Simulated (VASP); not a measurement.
# In4Sb3As (P1) in VASP: single point with PBE

Aim: the single point of In4Sb3As with PBE.

Program: VASP 6.6.1. These are calculated values, not measurements. Logs are shortened: lines on timing, memory, paths and dates and some standing lists are left out, and cuts for length are marked.

### 1 The cell of the first run

The typed cell holds 8 atoms: a = 6.527 Å, b = 6.528 Å, c = 6.526 Å, α = 90.00°, β = 89.99°, γ = 90.00°.

### 2 Single point, PBE

INCAR

```
SYSTEM = In4Sb3As
  ALGO = Fast
  EDIFF = 1E-7
  ENCUT = 520
  GGA = PE
  ISIF = 2
  ISMEAR = 0
  LASPH = .TRUE.
  LCHARG = .FALSE.
  LREAL = .FALSE.
  LWAVE = .FALSE.
  NBANDS = 46
  NELM = 100
  PREC = Accurate
  SIGMA = 0.2
```

KPOINTS

```
k-points
0
G
  4 4 4
  0 0 0
```

POSCAR

```
In4Sb3As
1.0
    6.5273254564     -0.0001847921      0.0008291555
   -0.0001814765      6.5278430350     -0.0000999931
    0.0008263568     -0.0000977590      6.5258401817
In Sb As
4 3 1
Direct
    0.2412661594      0.7586076450      0.2415268517
    0.2416924904      0.2416075106      0.7579364611
    0.7589003996      0.7584122241      0.7590614216
    0.7580994758      0.2414426019      0.2414132506
   -0.0002660207      0.4999410922      0.4998566359
    0.4997573585      0.5000280620     -0.0000072896
    0.5002899794     -0.0004752553      0.5001618513
    0.0002601577      0.0004361194      0.0000508173
```

Potentials or basis: VASP PAW PBE potentials, release 64 (In_d, Sb, As).

The run is started by

```console
$ cat potpaw_PBE.64/In_d/POTCAR potpaw_PBE.64/Sb/POTCAR potpaw_PBE.64/As/POTCAR > POTCAR
$ mpirun -np 1 vasp_std > vasp.out
```

OUTCAR:

```text
SYSTEM = In4Sb3As
   EDIFF = 1E-7
   ENCUT = 520
   GGA = PE
   ISIF = 2
   ISMEAR = 0
   LASPH = .TRUE.
   LREAL = .FALSE.
   NELM = 100
   PREC = Accurate

 ion  position               nearest neighbor table
   1  0.241  0.759  0.242-   8 2.73   5 2.86   6 2.86   7 2.86
   2  0.242  0.242  0.758-   8 2.73   7 2.86   5 2.86   6 2.86
   3  0.759  0.758  0.759-   8 2.73   6 2.86   5 2.86   7 2.86
   4  0.758  0.241  0.241-   8 2.73   7 2.86   6 2.86   5 2.86
   5  1.000  0.500  0.500-   2 2.86   1 2.86   3 2.86   4 2.86
   6  0.500  0.500  1.000-   3 2.86   4 2.86   2 2.86   1 2.86
   7  0.500  1.000  0.500-   2 2.86   4 2.86   1 2.86   3 2.86
   8  0.000  0.000  0.000-   1 2.73   3 2.73   4 2.73   2 2.73

  LATTYP: Found a triclinic cell.
 ALAT       =     6.5273255117
 B/A-ratio  =     0.9997724525
 C/A-ratio  =     1.0000792862
 COS(alpha) =     0.0000303018
 COS(beta)  =     0.0000561129
 COS(gamma) =     0.0002536572

  Lattice vectors:

 A1 = (   6.5273254564,  -0.0001847921,   0.0008291555)
 A2 = (   0.0008263568,  -0.0000977590,   6.5258401817)
 A3 = (   0.0001814765,  -6.5278430350,   0.0000999931)

Analysis of symmetry for initial positions (statically):
=====================================================================
 Subroutine PRICEL returns:
 Original cell was already a primitive cell.

 Routine SETGRP: Setting up the symmetry group for a
 triclinic supercell.

 Subroutine GETGRP returns: Found  1 space group operations
 (whereof  1 operations were pure point group operations)
 out of a pool of  2 trial point group operations.

The static configuration has the point symmetry C_1 .

Analysis of symmetry for dynamics (positions and initial velocities):
=====================================================================
 Subroutine PRICEL returns:
 Original cell was already a primitive cell.

 Routine SETGRP: Setting up the symmetry group for a
 triclinic supercell.

 Subroutine GETGRP returns: Found  1 space group operations
 (whereof  1 operations were pure point group operations)
 out of a pool of  2 trial point group operations.

The dynamic configuration has the point symmetry C_1 .

 Subroutine INISYM returns: Found  1 space group operations
 (whereof  1 operations are pure point group operations),
 and found     1 'primitive' translations

----------------------------------------------------------------------------------------

                                     Primitive cell

  volume of cell :     278.0618

  direct lattice vectors                    reciprocal lattice vectors
     6.527325456 -0.000184792  0.000829155     0.153202108  0.000004259 -0.000019400
    -0.000181477  6.527843035 -0.000099993     0.000004337  0.153189958  0.000002294
     0.000826357 -0.000097759  6.525840182    -0.000019465  0.000002347  0.153236976

  length of vectors
     6.527325512  6.527843038  6.525840235     0.153202109  0.153189958  0.153236977

  position of ions in fractional coordinates (direct lattice)
     0.241266159  0.758607645  0.241526852
     0.241692490  0.241607511  0.757936461
     0.758900400  0.758412224  0.759061422
     0.758099476  0.241442602  0.241413251
     0.999733979  0.499941092  0.499856636
     0.499757358  0.500028062  0.999992710
     0.500289979  0.999524745  0.500161851
     0.000260158  0.000436119  0.000050817

  ion indices of the primitive-cell ions
   primitive index   ion index
                 1           1
                 2           2
                 3           3
                 4           4
                 5           5
                 6           6
                 7           7
                 8           8

----------------------------------------------------------------------------------------

 KPOINTS: k-points

Automatic generation of k-mesh.
 Grid dimensions read from file:
 generate k-points for:    4    4    4

 Generating k-lattice:

  Cartesian coordinates                     Fractional coordinates (reciprocal lattice)
     0.038300527  0.000001065 -0.000004850     0.250000000  0.000000000  0.000000000
     0.000001084  0.038297490  0.000000574     0.000000000  0.250000000  0.000000000
    -0.000004866  0.000000587  0.038309244     0.000000000  0.000000000  0.250000000

  Length of vectors
     0.038300527  0.038297490  0.038309244

  Shift w.r.t. Gamma in fractional coordinates (k-lattice)
     0.000000000  0.000000000  0.000000000

 Subroutine IBZKPT returns following result:
 ===========================================

 Found     36 irreducible k-points:

 Following reciprocal coordinates:
            Coordinates               Weight
  0.000000  0.000000  0.000000      1.000000
  0.250000  0.000000  0.000000      2.000000
  0.500000  0.000000  0.000000      1.000000
  0.000000  0.250000  0.000000      2.000000
  0.250000  0.250000  0.000000      2.000000
  0.500000  0.250000  0.000000      2.000000
[... 16 lines left out ...]
  0.000000 -0.250000  0.250000      2.000000
  0.250000 -0.250000  0.250000      2.000000
 [... further k-points ...]
   k-points           NKPTS =     36   k-points in BZ     NKDIM =     36   number of bands    NBANDS=     46
   number of dos      NEDOS =    301   number of ions     NIONS =      8
   total plane-waves  NPLWV = 125000
   dimension x,y,z NGX =    50 NGY =   50 NGZ =   50
   dimension x,y,z NGXF=   100 NGYF=  100 NGZF=  100
   ions per type =               4   3   1
   NGX,Y,Z   is equivalent  to a cutoff of  12.73, 12.73, 12.74 a.u.
   NGXF,Y,Z  is equivalent  to a cutoff of  25.47, 25.47, 25.48 a.u.
 SYSTEM =  In4Sb3As
   PREC   = accura    normal or accurate (medium, high low for compatibility)
   ISTART =      0    job   : 0-new  1-cont  2-samecut
   ICHARG =      2    charge: 1-file 2-atom 10-const
   ISPIN  =      1    spin polarized calculation?
   LNONCOLLINEAR =      F non collinear calculations
   LSORBIT =      F    spin-orbit coupling
   LASPH  =      T    aspherical Exc in radial PAW
   ENCUT  =  520.0 eV  38.22 Ry    6.18 a.u.  12.14 12.14 12.13*2*pi/ulx,y,z
   NELM   =    100;   NELMIN=  2; NELMDL= -5     # of ELM steps
   EDIFF  = 0.1E-06   stopping-criterion for ELM
   LREAL  =      F    real-space projection
   EDIFFG = 0.1E-05   stopping-criterion for IOM
   NSW    =      0    number of steps for IOM
   IBRION =     -1    ionic relax: 0-MD 1-quasi-New 2-CG
   NFREE  =      0    steps in history (QN), initial steepest desc. (CG)
   ISIF   =      2    stress and relaxation
   ISYM   =      2    0-nonsym 1-usesym 2-fastsym
   POTIM  = 0.5000    time-step for ionic-motion
   TEBEG  =    0.0;   TEEND  =   0.0 temperature during run
   PSTRESS=    0.0 pullay stress
   NELECT =      72.0000    total number of electrons
   NUPDOWN=      -1.0000    fix difference up-down
   EMIN   =  10.00;   EMAX   =-10.00  energy-range for DOS
   EFERMI =   0.00;   METHOD = LEGACY
   ISMEAR =     0;   SIGMA  =   0.20  broadening in eV -4-tet -1-fermi 0-gaus
   EFERMI_NEDOS =   21; number of points for ismear=-14 and -15
   IALGO  =     68    algorithm
   IMIX   =      4    mixing-type and parameters
     AMIX     =   0.40;   BMIX     =  1.00
     AMIX_MAG =   1.60;   BMIX_MAG =  1.00
  volume/ion in A,a.u.               =      34.76       234.56
  Fermi-wavevector in a.u.,A,eV,Ry     =   1.043451  1.971836 14.813874  1.088789
  Thomas-Fermi vector in A             =   2.178160
   LORBIT       =      0    0 simple, 1 ext, 2 COOP (PROOUT), +10 PAW based schemes
   GGA     = PE    functional components
   LHFCALC =     F    Hartree Fock is set to
   AEXX    =    0.0000 exact exchange contribution
   IVDW    =     0    specifies the selected vdW correction
   LEPSILON=     F    determine dielectric tensor
   LRPA    =     F    only Hartree local field effects (RPA)
 non-spin polarized calculation
 RMM-DIIS sequential band-by-band and
 Gauss-broadening in eV      SIGMA  =   0.20
  energy-cutoff  :      520.00
  volume of cell :      278.06
 maximum number of plane-waves:      7568
 NGX is ok and might be reduce to    50
   NGX = 25   NGY = 25   NGZ = 25

 number of electron      72.0000003 magnetization

 Free energy of the ion-electron system (eV)
  ---------------------------------------------------
  ext. energy  EPLUGINS =         0.00000000
  ---------------------------------------------------
  free energy    TOTEN  =       -28.45034637 eV

  energy without entropy =      -28.43951927  energy(sigma->0) =      -28.44493282

 E-fermi :   4.3260     XC(G=0):  -8.4800

 val. band max:        4.2934308118   @ k =   0.0000   0.0000   0.0000
 cond. band min:       4.9272230932   @ k =   0.5000   0.5000   0.5000
 fundamental gap:      0.6337922814
 Fermi energy:         4.3259809904

 k-point     1 :       0.0000    0.0000    0.0000
  band No.  band energies     occupation
      1     -10.2535      2.00000
      2     -10.2276      2.00000
      3     -10.2276      2.00000
      4     -10.1595      2.00000
      5     -10.1595      2.00000
      6     -10.1594      2.00000
[... 38 lines left out ...]
     45       7.4494      0.00000
     46       7.4497      0.00000

 k-point     2 :       0.2500    0.0000    0.0000
  band No.  band energies     occupation
      1     -10.2479      2.00000
      2     -10.2208      2.00000
      3     -10.2193      2.00000
      4     -10.1705      2.00000
      5     -10.1543      2.00000
      6     -10.1542      2.00000
[... 38 lines left out ...]
     45       8.1533      0.00000
     46       8.1554      0.00000

 k-point     3 :       0.5000    0.0000    0.0000
  band No.  band energies     occupation
      1     -10.2416      2.00000
      2     -10.2127      2.00000
      3     -10.2024      2.00000
      4     -10.1903      2.00000
      5     -10.1448      2.00000
      6     -10.1447      2.00000
[... 1018 lines left out ...]
     45       7.9555      0.00000
     46       8.6396      0.00000

 k-point    24 :       0.2500   -0.2500    0.2500
  band No.  band energies     occupation
      1     -10.2391      2.00000
      2     -10.2092      2.00000
      3     -10.2091      2.00000
      4     -10.1796      2.00000
      5     -10.1514      2.00000
      6     -10.1514      2.00000
[... 38 lines left out ...]
     45       8.1515      0.00000
     46       8.8986      0.00000

 [... further k-points ...]
[... 5 lines left out ...]
  --------------------------------------------------------------------------------------
  -------------------------------------------------------------------------------------
  Total       -0.0310304     -0.0345709     -0.0203233     -0.0006788     -0.0002143     -0.0107515
  in kB       -0.1787954     -0.1991957     -0.1171016     -0.0039114     -0.0012346     -0.0619498
  external PRESSURE =      -0.1650309 kB  Pullay stress =       0.0000000 kB

 VOLUME and BASIS-vectors are now :
 -----------------------------------------------------------------------------
  energy-cutoff  :      520.00
  volume of cell :      278.06
      direct lattice vectors                 reciprocal lattice vectors
     6.527325456 -0.000184792  0.000829155     0.153202108  0.000004259 -0.000019400
    -0.000181477  6.527843035 -0.000099993     0.000004337  0.153189958  0.000002294
     0.000826357 -0.000097759  6.525840182    -0.000019465  0.000002347  0.153236976

 POSITION                                       TOTAL-FORCE (eV/Angst)
 -----------------------------------------------------------------------------------
      1.57488      4.95200      1.57629         0.006666     -0.003534      0.005386
      1.57819      1.57706      4.94635         0.003611      0.003386     -0.001183
      4.95408      4.95058      4.95407        -0.005031     -0.001459     -0.006053
      4.94852      1.57594      1.57603        -0.001766      0.004539      0.005139
      6.52591      3.26330      3.26276         0.000856      0.000474      0.000272
      3.26281      3.26391      6.52616         0.000493      0.000164      0.000006
      3.26579      6.52460      3.26429        -0.002343     -0.000332     -0.001234
      0.00170      0.00285      0.00033        -0.002486     -0.003239     -0.002334
 -----------------------------------------------------------------------------------
    total drift:                                0.000073      0.000052      0.000024

  FREE ENERGIE OF THE ION-ELECTRON SYSTEM (eV)
  ---------------------------------------------------
  free  energy   TOTEN  =       -28.4503463667 eV

  energy  without entropy=      -28.4395192681  energy(sigma->0) =      -28.44493282
```

Run time: 17 min. Hardware: 1 thread of Oxide Virtual Turin-like, shared host; peak memory 0.58 GiB.

What came out:

```yaml
Free_energy: -28.4503 eV
Pressure: 0.0 GPa
Largest_force: 0.009 eV/Å
Band_gap_on_the_k_mesh: zero (bands 36 and 37 overlap by 0.01 eV)
```

Forces in eV/Å, atoms in the order of the input:
```
In   0.007 -0.004  0.005
In   0.004  0.003 -0.001
In  -0.005 -0.001 -0.006
In  -0.002  0.005  0.005
Sb   0.001  0.000  0.000
Sb   0.000  0.000  0.000
Sb  -0.002  0.000 -0.001
As  -0.002 -0.003 -0.002
```

Caveat: semilocal functionals underestimate gaps, and a narrow one can read as zero; spin-orbit coupling is left out, which moves the levels of the heavy elements.

The gap in the log of VASP goes by the Fermi energy; the results here count the filled bands.